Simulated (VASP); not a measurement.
# Ca2AlO (P4/mmm) in VASP: a series of runs, part 2 of 2

VASP 6.6.1. The steps go on from the part before.

**5. Single point, PBE, collinear spin, ferromagnetic start**

Input file INCAR:

```
SYSTEM = Ca2AlO
ALGO = Normal
EDIFF = 1E-7
ENCUT = 520
GGA = PE
ISIF = 2
ISMEAR = 0
ISPIN = 2
LASPH = .TRUE.
LCHARG = .FALSE.
LORBIT = 11
LREAL = .FALSE.
LWAVE = .FALSE.
MAGMOM = 0 0 0 1
NBANDS = 26
NELM = 150
PREC = Accurate
SIGMA = 0.1
```

Input file KPOINTS:

```
k-points
0
G
  4 4 6
  0 0 0
```

Input file POSCAR:

```
Ca2AlO
1.0
    4.5095878700      0.0000000000      0.0000000000
    0.0000000000      4.5095878700      0.0000000000
    0.0000000000      0.0000000000      3.7307200500
Ca Al O
2 1 1
Direct
    0.0000000000      0.5000000000      0.0000000000
    0.5000000000      0.0000000000      0.0000000000
    0.5000000000      0.5000000000      0.0000000000
    0.0000000000      0.0000000000      0.0000000000
```

Run with:

```
> cat potpaw_PBE.64/Ca_sv/POTCAR potpaw_PBE.64/Al/POTCAR potpaw_PBE.64/O/POTCAR > POTCAR
> mpirun -np 1 vasp_std > vasp.out
```

Wall time 73 s (1 thread of Intel Xeon Platinum 8375C at 2.90GHz (Ice Lake), shared host); peak memory 0.25 GiB.

It converged, with:

```yaml
Free_energy: -9.2615 eV
Pressure: 33.5 GPa
Net_moment: 0.00 μB per cell
Valence_electrons_inside_the_program's_atomic_spheres: Ca 8.56; Al 1.09; O 4.98
```

Stress tensor (GPa, compression positive):
```
50.26  0.00  0.00
 0.00 50.26  0.00
 0.00  0.00  0.12
```

Levels at points of the mesh, in eV from the Fermi level:
Spin up:
```csv
k point,band 10,band 11,band 12,band 13,band 14,band 15,band 16,band 17,band 18,band 19
"(0.00, 0.00, 0.00)",-6.51,-2.62,-2.62,-2.26,-0.20,0.16,2.60,2.60,2.68,2.69
"(0.50, 0.00, 0.00)",-5.47,-3.67,-2.91,-2.49,-1.40,0.53,1.18,1.33,1.34,3.13
"(0.50, 0.50, 0.00)",-4.49,-4.49,-3.77,-2.71,-1.33,-1.33,0.32,1.54,1.54,3.80
"(0.00, 0.00, 0.50)",-5.31,-3.57,-2.48,-2.48,-1.23,0.42,0.62,0.62,4.14,4.16
"(0.50, 0.00, 0.50)",-4.33,-3.52,-3.33,-2.78,-2.50,-0.27,1.27,1.32,2.51,3.12
"(0.50, 0.50, 0.50)",-4.25,-4.25,-3.72,-2.93,-1.91,-0.74,-0.74,2.45,2.45,3.77
```
Spin down:
| k point | band 11 | band 12 | band 13 | band 14 | band 15 | band 16 | band 17 | band 18 |
| --- | --- | --- | --- | --- | --- | --- | --- | --- |
| (0.00, 0.00, 0.00) | -2.62 | -2.62 | -2.26 | -0.20 | 0.16 | 2.60 | 2.60 | 2.68 |
| (0.50, 0.00, 0.00) | -3.67 | -2.91 | -2.49 | -1.40 | 0.53 | 1.18 | 1.33 | 1.34 |
| (0.50, 0.50, 0.00) | -4.49 | -3.77 | -2.71 | -1.33 | -1.33 | 0.32 | 1.54 | 1.54 |
| (0.00, 0.00, 0.50) | -3.57 | -2.48 | -2.48 | -1.23 | 0.42 | 0.62 | 0.62 | 4.14 |
| (0.50, 0.00, 0.50) | -3.52 | -3.33 | -2.78 | -2.50 | -0.27 | 1.27 | 1.32 | 2.51 |
| (0.50, 0.50, 0.50) | -4.25 | -3.72 | -2.93 | -1.91 | -0.74 | -0.74 | 2.45 | 2.45 |

**6. Single point, PBE**

This run uses another cell than the first one, of 26.77 Å³/atom, 1.411 times its volume.

Input file INCAR:

```
  ALGO = Normal
  EDIFF = 1E-6
  ENCUT = 520
  GGA = PE
  ISIF = 2
  ISMEAR = 0
  LASPH = T
  LCHARG = F
  LREAL = F
  LWAVE = F
  NBANDS = 22
  NELM = 100
  PREC = Accurate
  SIGMA = 0.1
```

Input file KPOINTS:

```
k-points
0
Gamma
  8 8 12
```

Input file POSCAR:

```
Ca2AlO
1.0
    5.4462708714      0.0000000000      0.0000000000
    0.0000000000      5.4462708714      0.0000000000
    0.0000000000      0.0000000000      3.6099844230
Ca Al O
2 1 1
Direct
    0.0000000000      0.5000000000      0.0000000000
    0.5000000000      0.0000000000      0.0000000000
    0.5000000000      0.5000000000      0.0000000000
    0.0000000000      0.0000000000      0.0000000000
```

Potentials or basis: VASP PAW PBE potentials, release 64 (Ca_sv, Al, O).

Run with:

```
> cat potpaw_PBE.64/Ca_sv/POTCAR potpaw_PBE.64/Al/POTCAR potpaw_PBE.64/O/POTCAR > POTCAR
> mpirun -np 1 vasp_std > vasp.out
```

Run time: 3.4 min. Hardware: 1 thread of Intel Xeon Platinum 8375C at 2.90GHz (Ice Lake), shared host; peak memory 0.38 GiB.

The run converged. Its results:

```yaml
Free_energy: -13.3471 eV
Pressure: 0.0 GPa
```

Stress tensor (GPa, compression positive):
```
 0.07  0.00  0.00
 0.00  0.07  0.00
 0.00  0.00 -0.07
```

Levels at points of the mesh, in eV from the Fermi level:
```csv
k point,band 11,band 12,band 13,band 14,band 15,band 16,band 17,band 18,band 19,band 20
"(0.00, 0.00, 0.00)",-1.60,-1.60,-0.24,0.64,0.75,0.75,1.39,1.40,3.42,3.71
"(0.50, 0.00, 0.00)",-1.74,-1.74,-1.55,-0.29,-0.15,1.27,1.53,2.96,3.02,3.85
"(0.50, 0.50, 0.00)",-2.72,-2.72,-0.80,-0.80,-0.35,1.56,1.56,2.44,2.95,4.51
"(0.00, 0.00, 0.50)",-1.96,-1.22,-1.22,-0.60,1.09,1.09,1.99,2.17,2.17,3.46
"(0.50, 0.00, 0.50)",-1.67,-1.51,-1.47,-1.27,-0.21,1.14,1.45,2.26,2.79,3.51
"(0.50, 0.50, 0.50)",-1.96,-1.96,-1.85,-1.54,-0.07,-0.07,2.16,2.16,3.02,3.29
```

Caveat: an odd number of electrons without spin polarisation forces a metal; a magnetic or distorted state may lie lower.

**7. Single point, PBE, collinear spin, ferromagnetic start**

This run uses another cell than the first one, of 26.77 Å³/atom, 1.412 times its volume.

Input file INCAR:

```
  PREC = Accurate
  ENCUT = 520
  EDIFF = 1E-7
  ISMEAR = 0
  SIGMA = 0.1
  LREAL = False
  LASPH = True
  NELM = 150
  ALGO = Normal
  ISIF = 2
  LWAVE = False
  LCHARG = False
  ISPIN = 2
  MAGMOM = 0 0 0 1
  LORBIT = 11
  GGA = PE
  NBANDS = 26
```

Input file KPOINTS:

```
regular mesh
0
Gamma
  4 4 6
```

Input file POSCAR:

```
Ca2AlO
1.0
    5.4280270476      0.0000000000      0.0000000000
    0.0000000000      5.4280270476      0.0000000000
    0.0000000000      0.0000000000      3.6347923883
Ca Al O
2 1 1
Direct
    0.0000000000      0.5000000000      0.0000000000
    0.5000000000      0.0000000000      0.0000000000
    0.5000000000      0.5000000000      0.0000000000
    0.0000000000      0.0000000000      0.0000000000
```

Potentials or basis: VASP PAW PBE potentials, release 64 (Ca_sv, Al, O).

Run with:

```
> cat potpaw_PBE.64/Ca_sv/POTCAR potpaw_PBE.64/Al/POTCAR potpaw_PBE.64/O/POTCAR > POTCAR
> mpirun -np 1 vasp_std > vasp.out
```

OUTCAR:

```text
PREC = Accurate
   ENCUT = 520
   EDIFF = 1E-7
   ISMEAR = 0
   LREAL = False
   LASPH = True
   NELM = 150
   ISIF = 2
   ISPIN = 2
   LORBIT = 11
   GGA = PE

 ion  position               nearest neighbor table
   1  0.000  0.500  0.000-   3 2.71   3 2.71
   2  0.500  0.000  0.000-   3 2.71   3 2.71
   3  0.500  0.500  0.000-   1 2.71   2 2.71   2 2.71   1 2.71
   4  0.000  0.000  0.000-

  LATTYP: Found a simple tetragonal cell.
 ALAT       =     5.4280270476
 C/A-ratio  =     0.6696341703
[... 1616 lines left out ...]
  energy-cutoff  :      520.00
  volume of cell :      107.09
      direct lattice vectors                 reciprocal lattice vectors
     5.428027048  0.000000000  0.000000000     0.184229001  0.000000000  0.000000000
     0.000000000  5.428027048  0.000000000     0.000000000  0.184229001  0.000000000
     0.000000000  0.000000000  3.634792388     0.000000000  0.000000000  0.275118877

 POSITION                                       TOTAL-FORCE (eV/Angst)
 -----------------------------------------------------------------------------------
      0.00000      2.71401      0.00000         0.000000      0.000000      0.000000
      2.71401      0.00000      0.00000         0.000000      0.000000      0.000000
      2.71401      2.71401      0.00000         0.000000      0.000000      0.000000
      0.00000      0.00000      0.00000         0.000000      0.000000      0.000000
 -----------------------------------------------------------------------------------
    total drift:                                0.000000      0.000000     -0.000000

  FREE ENERGIE OF THE ION-ELECTRON SYSTEM (eV)
  ---------------------------------------------------
  free  energy   TOTEN  =       -13.3885677122 eV

  energy  without entropy=      -13.3819329805  energy(sigma->0) =      -13.38525035

 total charge

# of ion       s       p       d       tot
------------------------------------------
    1        2.067   5.832   0.270   8.169
    2        2.067   5.832   0.270   8.169
    3        0.543   0.338   0.000   0.881
    4        1.567   3.239   0.000   4.807
--------------------------------------------------
tot          6.244  15.241   0.539  22.025

 magnetization (x)

# of ion       s       p       d       tot
------------------------------------------
    1       -0.000   0.000   0.000   0.000
    2       -0.000   0.000   0.000   0.000
    3        0.000  -0.000   0.000   0.000
    4       -0.000  -0.000   0.000  -0.000
--------------------------------------------------
tot         -0.000  -0.000   0.000  -0.000
```

stdout:

```text
POSCAR found type information on POSCAR CaAlO
 POSCAR found :  3 types and       4 ions
 scaLAPACK will be used
 LDA part: xc-table for (Slater+PW92), standard interpolation
 POSCAR, INCAR and KPOINTS ok, starting setup
 FFT: planning ... GRIDC
 FFT: planning ... GRID_SOFT
 FFT: planning ... GRID
 WAVECAR not read
 entering main loop
```

Run time: 1.9 min. Hardware: 1 thread of Intel Xeon Platinum 8375C at 2.90GHz (Ice Lake), shared host; peak memory 0.29 GiB.

Results:

```yaml
Free_energy: -13.3886 eV
Pressure: 0.1 GPa
Net_moment: 0.00 μB per cell
Valence_electrons_inside_the_program's_atomic_spheres: Ca 8.17; Al 0.88; O 4.81
```

Levels at points of the mesh, in eV from the Fermi level:
Spin up:
| k point | band 12 | band 13 | band 14 | band 15 | band 16 | band 17 | band 18 | band 19 |
| --- | --- | --- | --- | --- | --- | --- | --- | --- |
| (0.00, 0.00, 0.00) | -1.56 | -0.23 | 0.69 | 0.83 | 0.83 | 1.43 | 1.50 | 3.48 |
| (0.50, 0.00, 0.00) | -1.68 | -1.52 | -0.29 | -0.08 | 1.35 | 1.60 | 2.99 | 3.02 |
| (0.50, 0.50, 0.00) | -2.68 | -0.75 | -0.75 | -0.34 | 1.63 | 1.63 | 2.41 | 3.02 |
| (0.00, 0.00, 0.50) | -1.20 | -1.20 | -0.54 | 1.16 | 1.16 | 2.00 | 2.20 | 2.20 |
| (0.50, 0.00, 0.50) | -1.47 | -1.45 | -1.25 | -0.20 | 1.16 | 1.52 | 2.32 | 2.87 |
| (0.50, 0.50, 0.50) | -1.95 | -1.77 | -1.51 | -0.05 | -0.05 | 2.22 | 2.22 | 3.10 |
Spin down:
| k point | band 12 | band 13 | band 14 | band 15 | band 16 | band 17 | band 18 | band 19 |
| --- | --- | --- | --- | --- | --- | --- | --- | --- |
| (0.00, 0.00, 0.00) | -1.56 | -0.23 | 0.69 | 0.83 | 0.83 | 1.43 | 1.50 | 3.48 |
| (0.50, 0.00, 0.00) | -1.68 | -1.52 | -0.29 | -0.08 | 1.35 | 1.60 | 2.99 | 3.02 |
| (0.50, 0.50, 0.00) | -2.68 | -0.75 | -0.75 | -0.34 | 1.63 | 1.63 | 2.41 | 3.02 |
| (0.00, 0.00, 0.50) | -1.20 | -1.20 | -0.54 | 1.16 | 1.16 | 2.00 | 2.20 | 2.20 |
| (0.50, 0.00, 0.50) | -1.47 | -1.45 | -1.25 | -0.20 | 1.16 | 1.52 | 2.32 | 2.87 |
| (0.50, 0.50, 0.50) | -1.95 | -1.77 | -1.51 | -0.05 | -0.05 | 2.22 | 2.22 | 3.10 |

**8. Summary**

| task | spin | cell | k mesh | cutoff (eV) | gap on the mesh (eV) | pressure (GPa) | moment (μB) |
| --- | --- | --- | --- | --- | --- | --- | --- |
| single point | off | a = 4.510, b = 4.510, c = 3.731 Å, 4 atoms | 4 × 4 × 6 | 520 | none | 33.5 | - |
| single point | off | a = 5.428, b = 5.428, c = 3.635 Å, 4 atoms | 4 × 4 × 6 | 520 | none | 0.1 | - |
| relaxation of cell and atoms | off | relaxed from a = 4.510, b = 4.510, c = 3.731 Å, 4 atoms | 4 × 4 × 6 | 600 | none | 0.1 | - |
| single point | collinear, ferromagnetic start | a = 4.510, b = 4.510, c = 3.731 Å, 4 atoms | 4 × 4 × 6 | 520 | none | 33.5 | 0.00 |
| single point | off | a = 5.446, b = 5.446, c = 3.610 Å, 4 atoms | 8 × 8 × 12 | 520 | none | 0.0 | - |
| single point | collinear, ferromagnetic start | a = 5.428, b = 5.428, c = 3.635 Å, 4 atoms | 4 × 4 × 6 | 520 | none | 0.1 | 0.00 |

Alike in all rows: level PBE; potentials or basis VASP PAW PBE potentials, release 64 (Ca_sv, Al, O); smearing gaussian 0.1 eV.

Caveats: an odd number of electrons without spin polarisation forces a metal (some runs); a magnetic or distorted state may lie lower (some runs); the volume moved by over 15 % at a fixed basis, so the end points are rough (some runs).

Total energies depend on the potentials used, so only differences within one code and one set of settings carry meaning.
